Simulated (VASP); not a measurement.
Write the native input for VASP 6.6.1 that does the following.

- Task: relaxation of cell and atoms
- Functional: BLYP
- Potentials or basis: VASP PAW PBE potentials, release 64 (Mo_sv)
- Cutoff: 600 eV
- k mesh: 10 × 10 × 10
- Occupations: fermi-dirac, width 0.1 eV
- Spin: no spin polarisation
- Dipole correction: no
- Further INCAR settings: ALGO = Normal; EDIFF = 1e-06; IBRION = 2; EDIFFG = -0.01; NSW = 80; ISIF = 3

The structure of Mo lies in POSCAR:

```
Mo
1.0
    0.0000000000      2.7608283082      2.7608283082
    2.7608283082      0.0000000000      2.7608283082
    2.7608283082      2.7608283082      0.0000000000
Mo
2
Direct
    0.1250000000      0.1250000000      0.1250000000
    0.8750000000      0.8750000000      0.8750000000
```

These files were run (other wordings do the same):

INCAR

```
SYSTEM = Mo
PREC = Accurate
ENCUT = 600
EDIFF = 1E-6
ISMEAR = -1
SIGMA = 0.1
LREAL = .FALSE.
LASPH = .TRUE.
NELM = 100
ALGO = Normal
ISIF = 3
LWAVE = .FALSE.
LCHARG = .FALSE.
GGA = B5
ALDAX = 1.0
AGGAX = 1.0
AGGAC = 1.0
ALDAC = 0.0
IBRION = 2
NSW = 80
EDIFFG = -0.01
```

KPOINTS

```
regular mesh
0
G
  10 10 10
  0 0 0
```

Potentials or basis: VASP PAW PBE potentials, release 64 (Mo_sv).

Launch:

```sh
$ cat potpaw_PBE.64/Mo_sv/POTCAR > POTCAR
$ mpirun -np 1 vasp_std > vasp.out
```

Results of the run:

* Relaxed volume: 24.38 Å³/atom
* Relaxed cell: a = 4.101 Å, b = 4.101 Å, c = 4.101 Å, α = 60.00°, β = 60.00°, γ = 60.00°
* Space group after relaxing (to 0.05 Å): Fd-3m (No. 227)
* Energy gained by relaxing: 171.8 meV/atom
* Ionic steps: 23
* Pressure after relaxing: -0.1 GPa
* Band gap on the k mesh: zero (band 14 reaches 6.98 eV, above the bottom of band 15 at 6.60 eV)

Caveat: the volume moved by over 15 % at a fixed basis, so the end points are rough; the PAW data sets were made with another functional, which shifts forces and pressure a little.

Run time: 11 min on 1 thread of AMD EPYC 7R13, on a shared host, peak memory 0.18 GiB.
